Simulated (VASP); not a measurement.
# Te (Pm-3n) in VASP: a series of runs

Te is run at these levels: r2SCAN; tasks: single point.

Everything below comes from runs of VASP 6.6.1. Logs are shortened: lines on timing, memory, paths and dates and some standing lists are left out, and cuts for length are marked.

## (1) The cell of the first run

The structure is cubic, space group Pm-3n (No. 223). Conventional cell: a = 6.170 Å, b = 6.170 Å, c = 6.170 Å, α = 90.00°, β = 90.00°, γ = 90.00°. Te (site symmetry m-3) has 12 Te at 3.45 Å within 4.5 Å. Within 4.1 Å of Te (site symmetry -4m2) lie 14 Te at 3.09 to 3.78 Å.

## (2) Single point, r2SCAN

The input, POSCAR:

```
Te
1.0
    6.1700824226      0.0000000000      0.0000000000
    0.0000000000      6.1700824226      0.0000000000
    0.0000000000      0.0000000000      6.1700824226
Te
8
Direct
    1.0000000000      0.0000000000      1.0000000000
    0.5000000000      0.5000000000      0.5000000000
    0.2500000000      1.0000000000      0.5000000000
    0.7500000000      1.0000000000      0.5000000000
    0.5000000000      0.2500000000      0.0000000000
    0.5000000000      0.7500000000      0.0000000000
    1.0000000000      0.5000000000      0.2500000000
    1.0000000000      0.5000000000      0.7500000000
```

The input, INCAR.step1:

```
SYSTEM = Te
PREC = Accurate
ENCUT = 520
ISMEAR = -1
SIGMA = 0.1
LREAL = .False.
LASPH = .True.
NELM = 80
NBANDS = 34
GGA = PE
ALGO = Normal
EDIFF = 1E-4
LWAVE = .True.
LCHARG = .False.
```

The input, INCAR.step2:

```
SYSTEM = Te
PREC = Accurate
ENCUT = 520
EDIFF = 1E-7
ISMEAR = -1
SIGMA = 0.1
LREAL = .False.
LASPH = .True.
NELM = 80
ALGO = Normal
ISIF = 2
LWAVE = .False.
LCHARG = .False.
METAGGA = R2SCAN
LMIXTAU = .True.
NBANDS = 34
ISTART = 1
```

The input, KPOINTS:

```
Automatic mesh
0
Gamma
  4 4 4
  0 0 0
```

Potentials or basis: VASP PAW PBE potentials, release 64 (Te).

Started as:

```console
$ cat potpaw_PBE.64/Te/POTCAR > POTCAR
$ cp INCAR.step1 INCAR
$ mpirun -np 1 vasp_std > vasp.out
$ cp INCAR.step2 INCAR
$ mpirun -np 1 vasp_std > vasp.out
```

OUTCAR:

```text
SYSTEM = Te
   PREC = Accurate
   ENCUT = 520
   EDIFF = 1E-7
   ISMEAR = -1
   LREAL = .False.
   LASPH = .True.
   NELM = 80
   ISIF = 2
   METAGGA = R2SCAN
   ISTART = 1

 ion  position               nearest neighbor table
   1  0.000  0.000  0.000-   3 3.45   4 3.45   5 3.45   6 3.45   7 3.45   8 3.45   3 3.45   4 3.45
                             7 3.45   8 3.45   5 3.45   6 3.45
   2  0.500  0.500  0.500-   3 3.45   4 3.45   5 3.45   6 3.45   7 3.45   8 3.45   5 3.45   6 3.45
                             3 3.45   4 3.45   7 3.45   8 3.45
   3  0.250  0.000  0.500-   4 3.09   4 3.09   1 3.45   1 3.45   2 3.45   2 3.45
   4  0.750  0.000  0.500-   3 3.09   3 3.09   1 3.45   1 3.45   2 3.45   2 3.45
   5  0.500  0.250  0.000-   6 3.09   6 3.09   1 3.45   2 3.45   2 3.45   1 3.45
   6  0.500  0.750  0.000-   5 3.09   5 3.09   1 3.45   2 3.45   2 3.45   1 3.45
   7  0.000  0.500  0.250-   8 3.09   8 3.09   1 3.45   2 3.45   1 3.45   2 3.45
   8  0.000  0.500  0.750-   7 3.09   7 3.09   1 3.45   2 3.45   1 3.45   2 3.45

  LATTYP: Found a simple cubic cell.
 ALAT       =     6.1700824226

  Lattice vectors:

 A1 = (   6.1700824226,   0.0000000000,   0.0000000000)
 A2 = (   0.0000000000,   6.1700824226,   0.0000000000)
 A3 = (   0.0000000000,   0.0000000000,   6.1700824226)

Analysis of symmetry for initial positions (statically):
=====================================================================
 Subroutine PRICEL returns:
 Original cell was already a primitive cell.

 Routine SETGRP: Setting up the symmetry group for a
 simple cubic supercell.

 Subroutine GETGRP returns: Found 48 space group operations
 (whereof 24 operations were pure point group operations)
 out of a pool of 48 trial point group operations.

The static configuration has the point symmetry T_h .
 The point group associated with its full space group is O_h .

Analysis of symmetry for dynamics (positions and initial velocities):
=====================================================================
 Subroutine PRICEL returns:
 Original cell was already a primitive cell.

 Routine SETGRP: Setting up the symmetry group for a
 simple cubic supercell.

 Subroutine GETGRP returns: Found 48 space group operations
 (whereof 24 operations were pure point group operations)
 out of a pool of 48 trial point group operations.

The dynamic configuration has the point symmetry T_h .
 The point group associated with its full space group is O_h .

 Subroutine INISYM returns: Found 48 space group operations
 (whereof 24 operations are pure point group operations),
 and found     1 'primitive' translations

----------------------------------------------------------------------------------------

                                     Primitive cell

  volume of cell :     234.8945

  direct lattice vectors                    reciprocal lattice vectors
     6.170082423  0.000000000  0.000000000     0.162072389  0.000000000  0.000000000
     0.000000000  6.170082423  0.000000000     0.000000000  0.162072389  0.000000000
     0.000000000  0.000000000  6.170082423     0.000000000  0.000000000  0.162072389

  length of vectors
     6.170082423  6.170082423  6.170082423     0.162072389  0.162072389  0.162072389

  position of ions in fractional coordinates (direct lattice)
     0.000000000  0.000000000  0.000000000
     0.500000000  0.500000000  0.500000000
     0.250000000  0.000000000  0.500000000
     0.750000000  0.000000000  0.500000000
     0.500000000  0.250000000  0.000000000
     0.500000000  0.750000000  0.000000000
     0.000000000  0.500000000  0.250000000
     0.000000000  0.500000000  0.750000000

  ion indices of the primitive-cell ions
   primitive index   ion index
                 1           1
                 2           2
                 3           3
                 4           4
                 5           5
                 6           6
                 7           7
                 8           8

----------------------------------------------------------------------------------------

 KPOINTS: Automatic mesh

Automatic generation of k-mesh.
 Grid dimensions read from file:
 generate k-points for:    4    4    4

 Generating k-lattice:

  Cartesian coordinates                     Fractional coordinates (reciprocal lattice)
     0.040518097  0.000000000  0.000000000     0.250000000  0.000000000  0.000000000
     0.000000000  0.040518097  0.000000000     0.000000000  0.250000000  0.000000000
     0.000000000  0.000000000  0.040518097     0.000000000  0.000000000  0.250000000

  Length of vectors
     0.040518097  0.040518097  0.040518097

  Shift w.r.t. Gamma in fractional coordinates (k-lattice)
     0.000000000  0.000000000  0.000000000

 Subroutine IBZKPT returns following result:
 ===========================================

 Found     10 irreducible k-points:

 Following reciprocal coordinates:
            Coordinates               Weight
  0.000000  0.000000  0.000000      1.000000
  0.250000  0.000000  0.000000      6.000000
  0.500000  0.000000  0.000000      3.000000
  0.250000  0.250000  0.000000     12.000000
  0.500000  0.250000  0.000000     12.000000
  0.500000  0.500000  0.000000      3.000000
  0.250000  0.250000  0.250000      8.000000
  0.500000  0.250000  0.250000     12.000000
  0.500000  0.500000  0.250000      6.000000
  0.500000  0.500000  0.500000      1.000000
   k-points           NKPTS =     10   k-points in BZ     NKDIM =     10   number of bands    NBANDS=     34
   number of dos      NEDOS =    301   number of ions     NIONS =      8
   total plane-waves  NPLWV = 110592
   dimension x,y,z NGX =    48 NGY =   48 NGZ =   48
   dimension x,y,z NGXF=    96 NGYF=   96 NGZF=   96
   ions per type =               8
   NGX,Y,Z   is equivalent  to a cutoff of  12.93, 12.93, 12.93 a.u.
   NGXF,Y,Z  is equivalent  to a cutoff of  25.87, 25.87, 25.87 a.u.
 SYSTEM =  Te
   PREC   = accura    normal or accurate (medium, high low for compatibility)
   ISTART =      1    job   : 0-new  1-cont  2-samecut
   ICHARG =      0    charge: 1-file 2-atom 10-const
   ISPIN  =      1    spin polarized calculation?
   LNONCOLLINEAR =      F non collinear calculations
   LSORBIT =      F    spin-orbit coupling
   LASPH  =      T    aspherical Exc in radial PAW
   ENCUT  =  520.0 eV  38.22 Ry    6.18 a.u.  11.47 11.47 11.47*2*pi/ulx,y,z
   NELM   =     80;   NELMIN=  2; NELMDL=  0     # of ELM steps
   EDIFF  = 0.1E-06   stopping-criterion for ELM
   LREAL  =      F    real-space projection
   EDIFFG = 0.1E-05   stopping-criterion for IOM
   NSW    =      0    number of steps for IOM
   IBRION =     -1    ionic relax: 0-MD 1-quasi-New 2-CG
   NFREE  =      0    steps in history (QN), initial steepest desc. (CG)
   ISIF   =      2    stress and relaxation
   ISYM   =      2    0-nonsym 1-usesym 2-fastsym
   POTIM  = 0.5000    time-step for ionic-motion
   TEBEG  =    0.0;   TEEND  =   0.0 temperature during run
   PSTRESS=    0.0 pullay stress
   NELECT =      48.0000    total number of electrons
   NUPDOWN=      -1.0000    fix difference up-down
   EMIN   =  10.00;   EMAX   =-10.00  energy-range for DOS
   EFERMI =   0.00;   METHOD = LEGACY
   ISMEAR =    -1;   SIGMA  =   0.10  broadening in eV -4-tet -1-fermi 0-gaus
   EFERMI_NEDOS =   21; number of points for ismear=-14 and -15
   IALGO  =     38    algorithm
   IMIX   =      4    mixing-type and parameters
     AMIX     =   0.40;   BMIX     =  1.00
     AMIX_MAG =   1.60;   BMIX_MAG =  1.00
  volume/ion in A,a.u.               =      29.36       198.14
  Fermi-wavevector in a.u.,A,eV,Ry     =   0.964268  1.822202 12.650862  0.929812
  Thomas-Fermi vector in A             =   2.093884
   LORBIT       =      0    0 simple, 1 ext, 2 COOP (PROOUT), +10 PAW based schemes
   METAGGA = R2SCAN    functional components
   LHFCALC =     F    Hartree Fock is set to
   AEXX    =    0.0000 exact exchange contribution
   IVDW    =     0    specifies the selected vdW correction
   LEPSILON=     F    determine dielectric tensor
   LRPA    =     F    only Hartree local field effects (RPA)
 non-spin polarized calculation
  energy-cutoff  :      520.00
  volume of cell :      234.89
 maximum number of plane-waves:      6382
 NGX is ok and might be reduce to    48
   NGX = 23   NGY = 23   NGZ = 23

 number of electron      47.9999996 magnetization

 Free energy of the ion-electron system (eV)
  ---------------------------------------------------
  ext. energy  EPLUGINS =         0.00000000
  ---------------------------------------------------
  free energy    TOTEN  =      -198.79585579 eV

  energy without entropy =     -198.47055922  energy(sigma->0) =     -198.63320751

 E-fermi :   7.1873     XC(G=0): -10.3912

 val. band max:        7.1413380600   @ k =   0.2500   0.2500   0.0000
 cond. band min:       7.1945613769   @ k =   0.2500   0.2500   0.0000
 fundamental gap:      0.0532233169
 Fermi energy:         7.1873102679

 k-point     1 :       0.0000    0.0000    0.0000
  band No.  band energies     occupation
      1      -6.9833      2.00000
      2      -4.6495      2.00000
      3      -4.6495      2.00000
      4      -4.5167      2.00000
      5      -2.9714      2.00000
      6      -2.9057      2.00000
[... 26 lines left out ...]
     33      13.0936      0.00000
     34      14.4324      0.00000

 k-point     2 :       0.2500    0.0000    0.0000
  band No.  band energies     occupation
      1      -6.7584      2.00000
      2      -5.1924      2.00000
      3      -4.4768      2.00000
      4      -4.4196      2.00000
      5      -3.1961      2.00000
      6      -3.0697      2.00000
[... 26 lines left out ...]
     33      13.0702      0.00000
     34      13.8277      0.00000
[... 257 lines left out ...]
     33      13.4487      0.00000
     34      13.5797      0.00000

 k-point    10 :       0.5000    0.5000    0.5000
  band No.  band energies     occupation
      1      -4.6604      2.00000
      2      -4.6604      2.00000
      3      -4.4349      2.00000
      4      -4.4349      2.00000
      5      -4.4349      2.00000
      6      -4.4349      2.00000
[... 26 lines left out ...]
     33      14.9535      0.00000
     34      14.9535      0.00000

------------------------ aborting loop because EDIFF is reached ----------------------------------------

  FORCE on cell =-STRESS in cart. coord.  units (eV):
  Direction    XX          YY          ZZ          XY          YZ          ZX
  --------------------------------------------------------------------------------------
  -------------------------------------------------------------------------------------
  Total       -0.1007086     -0.1007086     -0.1007086     -0.0000000      0.0000000      0.0000000
  in kB       -0.6869172     -0.6869172     -0.6869172     -0.0000000      0.0000000      0.0000000
  external PRESSURE =      -0.6869172 kB  Pullay stress =       0.0000000 kB

 VOLUME and BASIS-vectors are now :
 -----------------------------------------------------------------------------
  energy-cutoff  :      520.00
  volume of cell :      234.89
      direct lattice vectors                 reciprocal lattice vectors
     6.170082423  0.000000000  0.000000000     0.162072389  0.000000000  0.000000000
     0.000000000  6.170082423  0.000000000     0.000000000  0.162072389  0.000000000
     0.000000000  0.000000000  6.170082423     0.000000000  0.000000000  0.162072389

 POSITION                                       TOTAL-FORCE (eV/Angst)
 -----------------------------------------------------------------------------------
      0.00000      0.00000      0.00000         0.000000      0.000000      0.000000
      3.08504      3.08504      3.08504         0.000000      0.000000      0.000000
      1.54252      0.00000      3.08504        -0.000000      0.000000      0.000000
      4.62756      0.00000      3.08504         0.000000     -0.000000     -0.000000
      3.08504      1.54252      0.00000        -0.000000      0.000000      0.000000
      3.08504      4.62756      0.00000        -0.000000     -0.000000     -0.000000
      0.00000      3.08504      1.54252         0.000000      0.000000      0.000000
      0.00000      3.08504      4.62756         0.000000     -0.000000     -0.000000
 -----------------------------------------------------------------------------------
    total drift:                               -0.000000     -0.000000      0.000000

  FREE ENERGIE OF THE ION-ELECTRON SYSTEM (eV)
  ---------------------------------------------------
  free  energy   TOTEN  =      -198.7958557914 eV

  energy  without entropy=     -198.4705592208  energy(sigma->0) =     -198.63320751
```

It took 3.4 min on 1 thread of Intel Xeon 6975P-C, shared host; peak memory 0.38 GiB.

Results:

- Free energy: -198.7959 eV
- Pressure: -0.1 GPa
- Band gap on the k mesh: zero (band 24 reaches 7.35 eV, above the bottom of band 25 at 6.40 eV)

Caveat: the PAW data sets were made with another functional, which shifts forces and pressure a little; spin-orbit coupling is left out, which moves the levels of the heavy elements.

[end of part 1 of 2]
